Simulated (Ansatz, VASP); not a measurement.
# Rh: VASP beside Ansatz

File INCAR:

```
PREC = Accurate ; ENCUT = 520
EDIFF = 1E-6 ; ISMEAR = 0
SIGMA = 0.15 ; LREAL = False
LASPH = True ; NELM = 80
ALGO = Normal ; ISIF = 2
LWAVE = False ; LCHARG = True
GGA = PE ; LELF = True
LVHAR = True ; NBANDS = 14
```

KPOINTS

```
Automatic mesh
0
Gamma
  22 22 22
```

File POSCAR:

```
Rh
1.0
    0.0000000000      1.8064725000      1.8064725000
    1.8064725000      0.0000000000      1.8064725000
    1.8064725000      1.8064725000      0.0000000000
Rh
1
Direct
    0.0000000000      0.0000000000      0.0000000000
```

Input for Ansatz:

```yaml
crystal:
  lattice:
    - [0.0, 1.8064725, 1.8064725]
    - [1.8064725, 0.0, 1.8064725]
    - [1.8064725, 1.8064725, 0.0]
  atoms:
    - { symbol: Rh, position: [0.0, 0.0, 0.0] }
basis:
  ecutwfc: 420
kpoints:
  mp_grid: { grid: [22, 22, 22] }
hamiltonian:
  xc: pbe
scf:
  occupations: { method: gaussian, width: 0.15 }
output:
  forces: true
  stress: true
  eigenvalues: true
```

Change from the starting cell: strain -0.050 along x and y, -0.050 along z, atoms carried along.

Alike in both runs: task single point; functional PBE; k mesh 22 × 22 × 22; occupations gaussian, width 0.15 eV; no spin polarisation.

```csv
,VASP,Ansatz
version,VASP 6.6.1,Ansatz 0.2.0
potentials or method,"VASP PAW PBE potentials, release 64 (Rh_pv), cutoff 520 eV","scalar-relativistic, plane waves, PAW"
valence electrons in the cell,15,17
```

|  | VASP | Ansatz | Ansatz less VASP |
| --- | --- | --- | --- |
| gap on the k mesh at the Fermi level (eV) | none | none | - |
| pressure (GPa) | 70.6 | 70.5 | -0.15 |

A gap of «none» marks a metal or a gap that the smearing closes. Both programs put the cell under a high pressure, so it lies far from rest at this level. VASP's potentials hold 15 valence electrons a cell and Ansatz's 17, so a difference there can come from the potentials and not from the codes.

Noted on VASP's run: the cell as given lies far from equilibrium.
